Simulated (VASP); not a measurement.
Input of a VASP 6.6.1 run:

Contents of INCAR:

```
PREC = Accurate ; ENCUT = 520
EDIFF = 1E-6 ; ISMEAR = 0
SIGMA = 0.05 ; LREAL = False
LASPH = True ; NELM = 100
ALGO = Normal ; ISIF = 2
LWAVE = False ; LCHARG = False
GGA = PS ; NBANDS = 20
```

KPOINTS

```
Automatic mesh
0
Gamma
  12 12 2
```

POSCAR

```
WS2
1.0
    2.9884874136      0.0000000000      0.0000000000
   -1.4942437068      2.5881060190      0.0000000000
    0.0000000000      0.0000000000     16.1057500304
W S
1 2
Direct
    0.3333333333      0.6666666667      0.0000000000
    0.6666666667      0.3333333333      0.9075761491
    0.6666666667      0.3333333333      0.0924238509
```

Potentials or basis: VASP PAW PBE potentials, release 64 (W_sv, S).

The run is started by

```sh
$ cat potpaw_PBE.64/W_sv/POTCAR potpaw_PBE.64/S/POTCAR > POTCAR
$ mpirun -np 1 vasp_std > vasp.out
```

(1) Estimate the band gap on the k mesh.

(2) Predict the largest force.

## Answers

(1) 2.30 eV, indirect (least direct gap 2.35 eV).

(2) 3.576 eV/Å.

Caveat: the cell differs from its parent crystal (strain -0.050 along x and y, -0.050 along z); the PAW data sets were made with another functional, which shifts forces and pressure a little; spin-orbit coupling is left out, which moves the levels of the heavy elements.
